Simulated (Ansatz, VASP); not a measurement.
**WF: VASP beside Ansatz**

```xyz
2
Lattice="0.0000 2.4250 2.4250 2.4250 0.0000 2.4250 2.4250 2.4250 0.0000" Properties=species:S:1:pos:R:3 pbc="T T T"
W     0.0000    0.0000    0.0000
F     3.6376    3.6376    3.6376
```

Alike in both runs: functional PBE; k mesh 6 × 6 × 6; occupations gaussian, width 0.1 eV; no spin polarisation.

Ansatz relaxed the structure, and its values are those at the end. VASP's run is a single point on that final structure, the one shown.

|  | VASP | Ansatz |
| --- | --- | --- |
| version | VASP 6.6.1 | Ansatz 0.2.0 |
| potentials or method | VASP PAW PBE potentials, release 64 (W_sv, F), cutoff 520 eV | scalar-relativistic, plane waves, PAW |
| valence electrons in the cell | 21 | 21 |

Ansatz gave:

```
gap on the k mesh at the Fermi level (eV) : none
pressure (GPa)                            : -0.2
```

What did VASP give for the same quantities?

gap on the k mesh at the Fermi level (eV): none; pressure (GPa): 1.0.

A gap of «none» marks a metal or a gap that the smearing closes. The functional is the same, so the differences come from potentials, cutoffs and numerics.

The k mesh is coarse, so the values compare programs but aren't converged. Neither program's run includes spin-orbit coupling.
